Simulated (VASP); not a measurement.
Wanted: the native input for a VASP 6.6.1 run.

```
Task                   : single point
Functional             : PBEsol
Potentials or basis    : VASP PAW PBE potentials, release 64 (C, Zr_sv)
Cutoff                 : 520 eV
k mesh                 : 3 × 3 × 3
Occupations            : fermi-dirac, width 0.05 eV
Spin                   : no spin polarisation
Dipole correction      : no
Further INCAR settings : LREAL = Auto; ALGO = Normal; EDIFF = 1e-06; NBANDS = 75
```

The structure of Zr8C7 (a cell with a defect) lies in POSCAR:

```
Zr8C7
1.0
    0.0000000000      4.6845620000      4.6845620000
    4.6845620000      0.0000000000      4.6845620000
    4.6845620000      4.6845620000      0.0000000000
C Zr
7 8
Direct
    0.0034403430     -0.0112054233      0.0029820291
    0.0137128082      0.0004185023      0.4999872987
   -0.4207755175      0.5004247996     -0.0000057636
    0.0034418373      0.5034138731      0.4883603846
    0.4948118949      0.0120457366     -0.0030115943
    0.4921187936      0.0004147666      0.4999867650
    0.4948140296      0.4974206767      0.5116111175
    0.2525346020      0.2401099612      0.2602924244
    0.2463170516      0.2509217511      0.7504911879
    0.2593035379      0.7449438176      0.2445156025
    0.2525341750      0.7607206394      0.7396821731
    0.7486498204      0.2282523958      0.2721487089
    0.7483590782      0.2558876369      0.7554568602
    0.7473270713      0.7499098101      0.2494796739
    0.7486495002      0.7725774576      0.7278245010
```

These files were run (other wordings do the same):

INCAR

```
PREC = Accurate ; ENCUT = 520
EDIFF = 1E-6 ; ISMEAR = -1
SIGMA = 0.05 ; LREAL = Auto
LASPH = T ; NELM = 60
ALGO = Normal ; ISIF = 2
LWAVE = F ; LCHARG = F
GGA = PS ; NBANDS = 75
```

KPOINTS

```
Automatic mesh
0
Gamma
  3 3 3
```

Potentials or basis: VASP PAW PBE potentials, release 64 (C, Zr_sv).

Launch:

```console
$ cat potpaw_PBE.64/C/POTCAR potpaw_PBE.64/Zr_sv/POTCAR > POTCAR
$ mpirun -np 1 vasp_std > vasp.out
```

It gave:

```yaml
Pressure: 0.1 GPa
Largest_force: 3.345 eV/Å
Band_gap_on_the_k_mesh: zero (bands 62 and 63 overlap by 0.46 eV)
```

Caveat: the k points lie up to 0.39 Å⁻¹ apart; the PAW data sets were made with another functional, which shifts forces and pressure a little.

Run time: 6 min on 1 thread of Intel(R) Xeon(R) Platinum 8259CL CPU @ 2.50GHz (Skylake/Cascade Lake) (shared host), peak memory 0.39 GiB.
